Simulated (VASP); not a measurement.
# Pt (I4/mmm) in VASP: notebook

The runs below take Pt through single point, with PBEsol.

Everything below comes from runs of VASP 6.6.1. Logs are shortened: lines on timing, memory, paths and dates and some standing lists are left out, and cuts for length are marked.

**1. The cell of the first run**

It takes space group I4/mmm (No. 139, tetragonal). Conventional cell: a = 3.168 Å, b = 3.168 Å, c = 3.232 Å, α = 90.00°, β = 90.00°, γ = 90.00°. Pt (site symmetry 4/mmm) has 14 Pt at 2.76 to 3.23 Å within 3.6 Å.

**2. Single point, PBEsol (strain +0.0200 x Voigt [1, 0, 0, 0, 0, 0])**

INCAR

```
  PREC = Accurate
  ENCUT = 520
  EDIFF = 1E-7
  ISMEAR = 0
  SIGMA = 0.15
  LREAL = False
  LASPH = True
  NELM = 80
  ALGO = Fast
  ISIF = 2
  LWAVE = False
  LCHARG = False
  GGA = PS
  NBANDS = 11
```

KPOINTS

```
regular mesh
0
Gamma
  22 22 22
```

POSCAR

```
Pt
1.0
   -1.6159044000      1.5842200000      1.5842200000
    1.6159044000     -1.5842200000      1.5842200000
    1.6159044000      1.5842200000     -1.5842200000
Pt
1
Direct
    0.0000000000      0.0000000000      0.0000000000
```

Potentials or basis: VASP PAW PBE potentials, release 64 (Pt).

Command:

```console
$ cat potpaw_PBE.64/Pt/POTCAR > POTCAR
$ mpirun -np 1 vasp_std > vasp.out
```

OUTCAR:

```text
PREC = Accurate
   ENCUT = 520
   EDIFF = 1E-7
   ISMEAR = 0
   LREAL = False
   LASPH = True
   NELM = 80
   ISIF = 2
   GGA = PS

 ion  position               nearest neighbor table
   1  0.000  0.000  0.000-

  LATTYP: Found a body centered tetragonal cell.
 ALAT       =     3.1684400000
 C/A-ratio  =     1.0200000000

  Lattice vectors:

 A1 = (  -1.6159044000,   1.5842200000,  -1.5842200000)
 A2 = (  -1.6159044000,  -1.5842200000,   1.5842200000)
 A3 = (   1.6159044000,   1.5842200000,   1.5842200000)

Analysis of symmetry for initial positions (statically):
=====================================================================
 Subroutine PRICEL returns:
 Original cell was already a primitive cell.

 Routine SETGRP: Setting up the symmetry group for a
 body centered tetragonal supercell.

 Subroutine GETGRP returns: Found 16 space group operations
 (whereof 16 operations were pure point group operations)
 out of a pool of 16 trial point group operations.

The static configuration has the point symmetry D_4h.

Analysis of symmetry for dynamics (positions and initial velocities):
=====================================================================
 Subroutine PRICEL returns:
 Original cell was already a primitive cell.

 Routine SETGRP: Setting up the symmetry group for a
 body centered tetragonal supercell.

 Subroutine GETGRP returns: Found 16 space group operations
 (whereof 16 operations were pure point group operations)
 out of a pool of 16 trial point group operations.

The dynamic configuration has the point symmetry D_4h.

 Subroutine INISYM returns: Found 16 space group operations
 (whereof 16 operations are pure point group operations),
 and found     1 'primitive' translations

----------------------------------------------------------------------------------------

                                     Primitive cell

  volume of cell :      16.2221

  direct lattice vectors                    reciprocal lattice vectors
    -1.615904400  1.584220000  1.584220000     0.000000000  0.315612731  0.315612731
     1.615904400 -1.584220000  1.584220000     0.309424246  0.000000000  0.315612731
     1.615904400  1.584220000 -1.584220000     0.309424246  0.315612731  0.000000000

  length of vectors
     2.762363670  2.762363670  2.762363670     0.446343804  0.441989547  0.441989547

  position of ions in fractional coordinates (direct lattice)
     0.000000000  0.000000000  0.000000000

  ion indices of the primitive-cell ions
   primitive index   ion index
                 1           1

----------------------------------------------------------------------------------------

 KPOINTS: regular mesh

Automatic generation of k-mesh.
 Grid dimensions read from file:
 generate k-points for:   22   22   22

 Generating k-lattice:

  Cartesian coordinates                     Fractional coordinates (reciprocal lattice)
     0.000000000  0.014346033  0.014346033     0.045454545  0.000000000  0.000000000
     0.014064738  0.000000000  0.014346033     0.000000000  0.045454545  0.000000000
     0.014064738  0.014346033  0.000000000     0.000000000  0.000000000  0.045454545

  Length of vectors
     0.020288355  0.020090434  0.020090434

  Shift w.r.t. Gamma in fractional coordinates (k-lattice)
     0.000000000  0.000000000  0.000000000

 Subroutine IBZKPT returns following result:
 ===========================================

 Found    834 irreducible k-points:

 Following reciprocal coordinates:
            Coordinates               Weight
  0.000000  0.000000  0.000000      1.000000
  0.045455  0.000000  0.000000      4.000000
  0.090909  0.000000  0.000000      4.000000
  0.136364  0.000000  0.000000      4.000000
  0.181818  0.000000  0.000000      4.000000
  0.227273  0.000000  0.000000      4.000000
[... 16 lines left out ...]
  0.454545  0.045455  0.000000     16.000000
 -0.000000  0.090909  0.000000      8.000000
 [... further k-points ...]
   k-points           NKPTS =    834   k-points in BZ     NKDIM =    834   number of bands    NBANDS=     11
   number of dos      NEDOS =    301   number of ions     NIONS =      1
   total plane-waves  NPLWV =  13824
   dimension x,y,z NGX =    24 NGY =   24 NGZ =   24
   dimension x,y,z NGXF=    48 NGYF=   48 NGZF=   48
   ions per type =               1
   NGX,Y,Z   is equivalent  to a cutoff of  14.44, 14.44, 14.44 a.u.
   NGXF,Y,Z  is equivalent  to a cutoff of  28.89, 28.89, 28.89 a.u.
 SYSTEM =  unknown system
   PREC   = accura    normal or accurate (medium, high low for compatibility)
   ISTART =      0    job   : 0-new  1-cont  2-samecut
   ICHARG =      2    charge: 1-file 2-atom 10-const
   ISPIN  =      1    spin polarized calculation?
   LNONCOLLINEAR =      F non collinear calculations
   LSORBIT =      F    spin-orbit coupling
   LASPH  =      T    aspherical Exc in radial PAW
   ENCUT  =  520.0 eV  38.22 Ry    6.18 a.u.   5.14  5.14  5.14*2*pi/ulx,y,z
   NELM   =     80;   NELMIN=  2; NELMDL= -5     # of ELM steps
   EDIFF  = 0.1E-06   stopping-criterion for ELM
   LREAL  =      F    real-space projection
   EDIFFG = 0.1E-05   stopping-criterion for IOM
   NSW    =      0    number of steps for IOM
   IBRION =     -1    ionic relax: 0-MD 1-quasi-New 2-CG
   NFREE  =      0    steps in history (QN), initial steepest desc. (CG)
   ISIF   =      2    stress and relaxation
   ISYM   =      2    0-nonsym 1-usesym 2-fastsym
   POTIM  = 0.5000    time-step for ionic-motion
   TEBEG  =    0.0;   TEEND  =   0.0 temperature during run
   PSTRESS=    0.0 pullay stress
   NELECT =      10.0000    total number of electrons
   NUPDOWN=      -1.0000    fix difference up-down
   EMIN   =  10.00;   EMAX   =-10.00  energy-range for DOS
   EFERMI =   0.00;   METHOD = LEGACY
   ISMEAR =     0;   SIGMA  =   0.15  broadening in eV -4-tet -1-fermi 0-gaus
   EFERMI_NEDOS =   21; number of points for ismear=-14 and -15
   IALGO  =     68    algorithm
   IMIX   =      4    mixing-type and parameters
     AMIX     =   0.40;   BMIX     =  1.00
     AMIX_MAG =   1.60;   BMIX_MAG =  1.00
  volume/ion in A,a.u.               =      16.22       109.47
  Fermi-wavevector in a.u.,A,eV,Ry     =   1.393283  2.632923 26.412133  1.941237
  Thomas-Fermi vector in A             =   2.516944
   LORBIT       =      0    0 simple, 1 ext, 2 COOP (PROOUT), +10 PAW based schemes
   GGA     = PS    functional components
   LHFCALC =     F    Hartree Fock is set to
   AEXX    =    0.0000 exact exchange contribution
   IVDW    =     0    specifies the selected vdW correction
   LEPSILON=     F    determine dielectric tensor
   LRPA    =     F    only Hartree local field effects (RPA)
 non-spin polarized calculation
 RMM-DIIS sequential band-by-band and
 Gauss-broadening in eV      SIGMA  =   0.15
  energy-cutoff  :      520.00
  volume of cell :       16.22
 maximum number of plane-waves:       450
 NGX is ok and might be reduce to    24
   NGX = 11   NGY = 11   NGZ = 11

 number of electron      10.0000000 magnetization

 number of electron       9.9999999 magnetization

 Free energy of the ion-electron system (eV)
  ---------------------------------------------------
  ext. energy  EPLUGINS =         0.00000000
  ---------------------------------------------------
  free energy    TOTEN  =        -6.80439861 eV

  energy without entropy =       -6.79081689  energy(sigma->0) =       -6.79760775

 E-fermi :   9.5415     XC(G=0): -13.1928

 val. band max:        9.5414049175   @ k =   0.5000  -0.2273   0.0909
 cond. band min:       9.5416087831   @ k =   0.3636   0.0000   0.0000
 fundamental gap:      0.0002038656
 Fermi energy:         9.5415318859

 k-point     1 :       0.0000    0.0000    0.0000
  band No.  band energies     occupation
      1       0.2620      2.00000
      2       6.1592      2.00000
      3       6.1592      2.00000
      4       6.3175      2.00000
      5       8.5183      2.00000
      6       8.7211      2.00000
      7      26.4006      0.00000
      8      26.7671      0.00000
      9      26.7671      0.00000
     10      35.9795      0.00000
     11      36.2113      0.00000

 k-point     2 :       0.0455    0.0000    0.0000
  band No.  band energies     occupation
      1       0.3455      2.00000
      2       6.1256      2.00000
      3       6.2248      2.00000
      4       6.3158      2.00000
      5       8.5232      2.00000
      6       8.6792      2.00000
      7      26.5226      0.00000
      8      26.8031      0.00000
      9      26.8283      0.00000
     10      34.9134      0.00000
     11      35.3930      0.00000

 k-point     3 :       0.0909    0.0000    0.0000
  band No.  band energies     occupation
      1       0.5919      2.00000
      2       6.0290      2.00000
      3       6.3065      2.00000
      4       6.4197      2.00000
      5       8.5386      2.00000
      6       8.5708      2.00000
      7      26.8712      0.00000
      8      26.8823      0.00000
      9      26.9475      0.00000
     10      33.4901      0.00000
     11      33.9121      0.00000

 k-point     4 :       0.1364    0.0000    0.0000
  band No.  band energies     occupation
      1       0.9869      2.00000
      2       5.8806      2.00000
      3       6.2825      2.00000
      4       6.7379      2.00000
      5       8.4416      2.00000
      6       8.5656      2.00000
      7      26.8408      0.00000
      8      26.8946      0.00000
      9      27.4618      0.00000
     10      32.4458      0.00000
     11      32.4836      0.00000

 k-point     5 :       0.1818    0.0000    0.0000
  band No.  band energies     occupation
      1       1.5011      2.00000
      2       5.6965      2.00000
      3       6.2481      2.00000
      4       7.1685      2.00000
      5       8.3449      2.00000
      6       8.6057      2.00000
      7      26.2570      0.00000
      8      26.5277      0.00000
      9      28.2328      0.00000
     10      31.5432      0.00000
     11      32.0999      0.00000
[... 211 lines left out ...]
 k-point    21 :       0.3636    0.0455    0.0000
  band No.  band energies     occupation
      1       3.2836      2.00000
      2       4.8995      2.00000
      3       7.7113      2.00000
      4       8.6130      2.00000
      5       8.9787      2.00000
      6      10.0158      0.00001
      7      18.4008      0.00000
      8      23.3224      0.00000
      9      25.9432      0.00000
     10      32.5555      0.00000
     11      33.0869      0.00000

 k-point    22 :       0.4091    0.0455    0.0000
  band No.  band energies     occupation
      1       3.2928      2.00000
      2       4.8030      2.00000
      3       8.3044      2.00000
      4       8.7348      2.00000
      5       9.2671      1.99033
      6      10.5724      0.00000
      7      16.8427      0.00000
      8      22.8933      0.00000
      9      25.1267      0.00000
     10      33.1502      0.00000
     11      33.5618      0.00000

 k-point    23 :       0.4545    0.0455    0.0000
  band No.  band energies     occupation
      1       3.2811      2.00000
      2       4.7535      2.00000
      3       8.5361      2.00000
      4       8.7679      2.00000
      5       9.6645      0.24645
      6      10.9699      0.00000
      7      15.8290      0.00000
      8      22.6722      0.00000
      9      24.6850      0.00000
     10      33.4995      0.00000
     11      33.8540      0.00000

 k-point    24 :      -0.0000    0.0909    0.0000
  band No.  band energies     occupation
      1       0.5851      2.00000
      2       6.1044      2.00000
      3       6.1614      2.00000
      4       6.5076      2.00000
      5       8.3962      2.00000
      6       8.6961      2.00000
      7      26.5914      0.00000
      8      26.8711      0.00000
      9      27.2343      0.00000
     10      33.1508      0.00000
     11      33.7173      0.00000

 [... further k-points ...]

------------------------ aborting loop because EDIFF is reached ----------------------------------------

  FORCE on cell =-STRESS in cart. coord.  units (eV):
  Direction    XX          YY          ZZ          XY          YZ          ZX
  --------------------------------------------------------------------------------------
  -------------------------------------------------------------------------------------
  Total       -1.4321472     -1.6091160     -1.6091160      0.0000000      0.0000000     -0.0000000
  in kB     -141.4463063   -158.9246614   -158.9246614      0.0000000      0.0000000     -0.0000000
  external PRESSURE =    -153.0985430 kB  Pullay stress =       0.0000000 kB

 VOLUME and BASIS-vectors are now :
 -----------------------------------------------------------------------------
  energy-cutoff  :      520.00
  volume of cell :       16.22
      direct lattice vectors                 reciprocal lattice vectors
    -1.615904400  1.584220000  1.584220000     0.000000000  0.315612731  0.315612731
     1.615904400 -1.584220000  1.584220000     0.309424246  0.000000000  0.315612731
     1.615904400  1.584220000 -1.584220000     0.309424246  0.315612731  0.000000000

 POSITION                                       TOTAL-FORCE (eV/Angst)
 -----------------------------------------------------------------------------------
      0.00000      0.00000      0.00000        -0.000000      0.000000     -0.000000
 -----------------------------------------------------------------------------------
    total drift:                                0.000000      0.000000      0.000000

  FREE ENERGIE OF THE ION-ELECTRON SYSTEM (eV)
  ---------------------------------------------------
  free  energy   TOTEN  =        -6.8043986103 eV

  energy  without entropy=       -6.7908168869  energy(sigma->0) =       -6.79760775
```

It took 60 s on 1 thread of Intel Xeon Platinum 8559C (Emerald Rapids), shared host; peak memory 0.27 GiB.

Results:

* Free energy: -6.8044 eV
* Pressure: -15.3 GPa
* Band gap on the k mesh: zero (bands 5 and 6 overlap by 2.04 eV)

Caveat: the cell differs from its parent crystal (strain +0.0200 x Voigt [1, 0, 0, 0, 0, 0]); the cell stands under tension; the PAW data sets were made with another functional, which shifts forces and pressure a little; spin-orbit coupling is left out, which moves the levels of the heavy elements.

**3. Single point, PBEsol (strain +0.0175 x Voigt [1, 0, 0, 0, 0, 0])**

INCAR

```
ALGO = Fast
EDIFF = 1E-7
ENCUT = 520
GGA = PS
ISIF = 2
ISMEAR = 0
LASPH = True
LCHARG = False
LREAL = False
LWAVE = False
NBANDS = 11
NELM = 60
PREC = Accurate
SIGMA = 0.15
```

KPOINTS

```
k-points
0
Gamma
  22 22 22
```

POSCAR

```
Pt
1.0
   -1.6119438500      1.5842200000      1.5842200000
    1.6119438500     -1.5842200000      1.5842200000
    1.6119438500      1.5842200000     -1.5842200000
Pt
1
Direct
    0.0000000000      0.0000000000      0.0000000000
```

Potentials or basis: VASP PAW PBE potentials, release 64 (Pt).

Command:

```console
$ cat potpaw_PBE.64/Pt/POTCAR > POTCAR
$ mpirun -np 1 vasp_std > vasp.out
```

Run time: 60 s. Hardware: 1 thread of Intel Xeon Platinum 8559C (Emerald Rapids), shared host; peak memory 0.27 GiB.

It converged, with:

```
Free energy            : -6.8078 eV
Pressure               : -14.8 GPa
Band gap on the k mesh : zero (bands 5 and 6 overlap by 2.04 eV)
```

Stress tensor (GPa, compression positive):
```
-13.79   0.00   0.00
  0.00 -15.35   0.00
  0.00   0.00 -15.35
```

Levels at points of the mesh, in eV from the Fermi level:
```tsv
k point	band 3	band 4	band 5	band 6	band 7	band 8
(0.00, 0.00, 0.00)	-3.39	-3.25	-1.01	-0.83	16.89	17.21
(0.50, 0.00, 0.00)	-0.99	-0.57	0.37	1.04	6.18	13.10
(0.00, 0.50, 0.00)	-1.18	-0.63	0.26	1.01	6.03	13.31
(0.50, 0.50, 0.50)	0.49	0.54	0.54	7.23	7.74	7.74
```

Caveat: the cell differs from its parent crystal (strain +0.0175 x Voigt [1, 0, 0, 0, 0, 0]); the cell stands under tension; the PAW data sets were made with another functional, which shifts forces and pressure a little; spin-orbit coupling is left out, which moves the levels of the heavy elements.
